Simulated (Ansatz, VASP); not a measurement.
**LiCl: VASP beside Ansatz**

```
Li Cl
1.0
     0.00000    2.81941    2.81941
     2.81941    0.00000    2.81941
     2.81941    2.81941    0.00000
Li Cl
1 1
Direct
  0.00000 0.00000 0.00000
  0.25000 0.25000 0.25000
```

Change from the starting cell: hydrostatic strain +3.2%.

Alike in both runs: task single point; functional PBE; k mesh 8 × 8 × 8; occupations fermi-dirac, width 0.02 eV; no spin polarisation.

|  | VASP | Ansatz |
| --- | --- | --- |
| version | VASP 6.6.1 | Ansatz 0.2.0 |
| potentials or method | VASP PAW PBE potentials, release 64 (Li_sv, Cl) | plane waves, PAW |
| plane-wave cutoff (eV) | 520 | 420 |
| valence electrons in the cell | 10 | 10 |

|  | VASP | Ansatz | Ansatz less VASP |
| --- | --- | --- | --- |
| gap on the k mesh at the Fermi level (eV) | 5.74 | 5.74 | -0.006 |

Noted on VASP's run: the cutoff is under 1.25 times that of the potentials, so the pressure is a little rough.
